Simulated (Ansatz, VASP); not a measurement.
## One calculation of KCl, two programs

File INCAR:

```
SYSTEM = KCl
PREC     = Accurate       ! precision mode
ENCUT    = 500            ! plane-wave cutoff, eV
EDIFF    = 1E-6           ! SCF threshold, eV
ISMEAR   = -1             ! smearing method
SIGMA    = 0.02           ! smearing width, eV
LREAL    = .FALSE.        ! projectors in reciprocal space
LASPH    = .TRUE.         ! aspherical terms in the spheres
NELM     = 120            ! most SCF steps
ALGO     = Normal         ! electronic algorithm
ISIF     = 2              ! what is computed and relaxed
LWAVE    = .FALSE.        ! write WAVECAR
LCHARG   = .FALSE.        ! write CHGCAR
GGA      = PE             ! functional
NBANDS   = 15             ! bands
GGA_COMPAT= .FALSE.
```

KPOINTS

```
regular mesh
0
G
  7 7 7
  0 0 0
```

The input POSCAR:

```
KCl
1.0
    3.6580669265      0.0000000000      0.0000000000
    0.0000000000      3.6580669265      0.0000000000
    0.0000000000      0.0000000000      3.6580669265
K Cl
1 1
Direct
    0.0000000000      0.0000000000      0.0000000000
    0.5000000000      0.5000000000      0.5000000000
```

Input for Ansatz:

```yaml
crystal:
  lattice:
    - [3.6580669265, 0.0, 0.0]
    - [0.0, 3.6580669265, 0.0]
    - [0.0, 0.0, 3.6580669265]
  atoms:
    - { symbol: K, position: [0.0, 0.0, 0.0] }
    - { symbol: Cl, position: [0.5, 0.5, 0.5] }
kpoints:
  mp_grid: { grid: [7, 7, 7] }
scf:
  occupations: { method: fermi_dirac, width: 0.02 }
hamiltonian:
  xc: pbe
  pseudopotentials: { kind: all_electron, lapw: { basis_error: 0.0005 } }
output:
  forces: true
  stress: true
  eigenvalues: true
```

Change from the starting cell: volume scaled by 1.02.

Alike in both runs: task single point; functional PBE; k mesh 7 × 7 × 7; occupations fermi-dirac, width 0.02 eV; no spin polarisation.

|  | VASP | Ansatz |
| --- | --- | --- |
| version | VASP 6.6.1 | Ansatz 0.2.0 |
| potentials or method | VASP PAW PBE potentials, release 64 (K_sv, Cl), cutoff 500 eV | all-electron LAPW, scalar-relativistic |

VASP gave:

| Quantity | Value |
| --- | --- |
| gap on the k mesh at the Fermi level (eV) | 5.50 |
| pressure (GPa) | 3.8 |

Question: Estimate Ansatz's values.

Answer: gap on the k mesh at the Fermi level (eV): 5.51; pressure (GPa): 3.7.

Ansatz ran all-electron here, and VASP with PAW potentials.
